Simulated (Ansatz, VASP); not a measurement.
# Two plane-wave programs on C

```
C
1.0
    -2.42172    2.42172    2.42172
     2.42172   -2.42172    2.42172
     2.42172    2.42172   -2.42172
C
8
Direct
  0.32531 0.00000 0.00000
  0.67469 0.67469 0.67469
  0.00000 0.32531 0.00000
  0.00000 0.00000 0.32531
  0.00000 0.67469 0.00000
  0.32531 0.32531 0.32531
  0.67469 0.00000 0.00000
  0.00000 0.00000 0.67469
```

Alike in both runs: task relaxation of cell and atoms; functional PBEsol; k mesh 8 × 8 × 8; occupations gaussian, width 0.02 eV; no spin polarisation.

```csv
,VASP,Ansatz
version,VASP 6.6.1,Ansatz 0.2.0
potentials or method,"VASP PAW PBE potentials, release 64 (C), cutoff 600 eV","scalar-relativistic, plane waves, PAW"
valence electrons in the cell,32,32
```

```csv
,VASP,Ansatz,Ansatz less VASP
"gap on the k mesh at the Fermi level, each at its own relaxed structure (eV)",3.00,3.02,+0.015
relaxed volume (Å³/atom),7.15,7.14,-0.006
relaxed length of the cell vector where the two differ most in proportion (Å),4.204,4.203,-0.0013
```

VASP's potentials were made for PBE, not for PBEsol.
